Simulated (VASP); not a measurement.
SnSe2, 3 atoms in the cell. The structure is trigonal, space group P-3m1 (No. 164). Conventional cell: a = 3.586 Å, b = 3.586 Å, c = 6.930 Å, α = 90.00°, β = 90.00°, γ = 120.00°. Within 3.6 Å of Sn (site symmetry -3m) lie 6 Se at 2.70 Å and 6 Sn at 3.59 Å. Se (site symmetry 3m) has 3 Sn at 2.70 Å and 6 Se at 3.59 Å within 3.6 Å.  This cell differs from its parent crystal: ratio of the length along z to the lengths across it x 1.2, volume and fractional coordinates fixed.

| Item | Value |
| --- | --- |
| Program | VASP 6.6.1 |
| Task | single point |
| Functional | PBE |
| Dispersion | D3(BJ) |
| Potentials or basis | VASP PAW PBE potentials, release 64 (Sn_d, Se) |
| Cutoff | 520 eV |
| k mesh | 9 × 9 × 6 |
| Occupations | gaussian, width 0.05 eV |
| Spin | no spin polarisation |
| Dipole correction | no |
| Further INCAR settings | ALGO = Normal; EDIFF = 1e-06; NBANDS = 20 |

Potentials or basis: VASP PAW PBE potentials, release 64 (Sn_d, Se).

The run is started by

```sh
$ cat potpaw_PBE.64/Sn_d/POTCAR potpaw_PBE.64/Se/POTCAR > POTCAR
$ mpirun -np 1 vasp_std > vasp.out
```

Hardware: 1 thread of Intel Xeon 8259CL, on a shared host.

Q: Estimate the wall time of this run.

A: Wall time 110 s on 1 thread of Intel Xeon 8259CL (shared host), peak memory 0.26 GiB. Counts: scf iterations 12, k points 62.
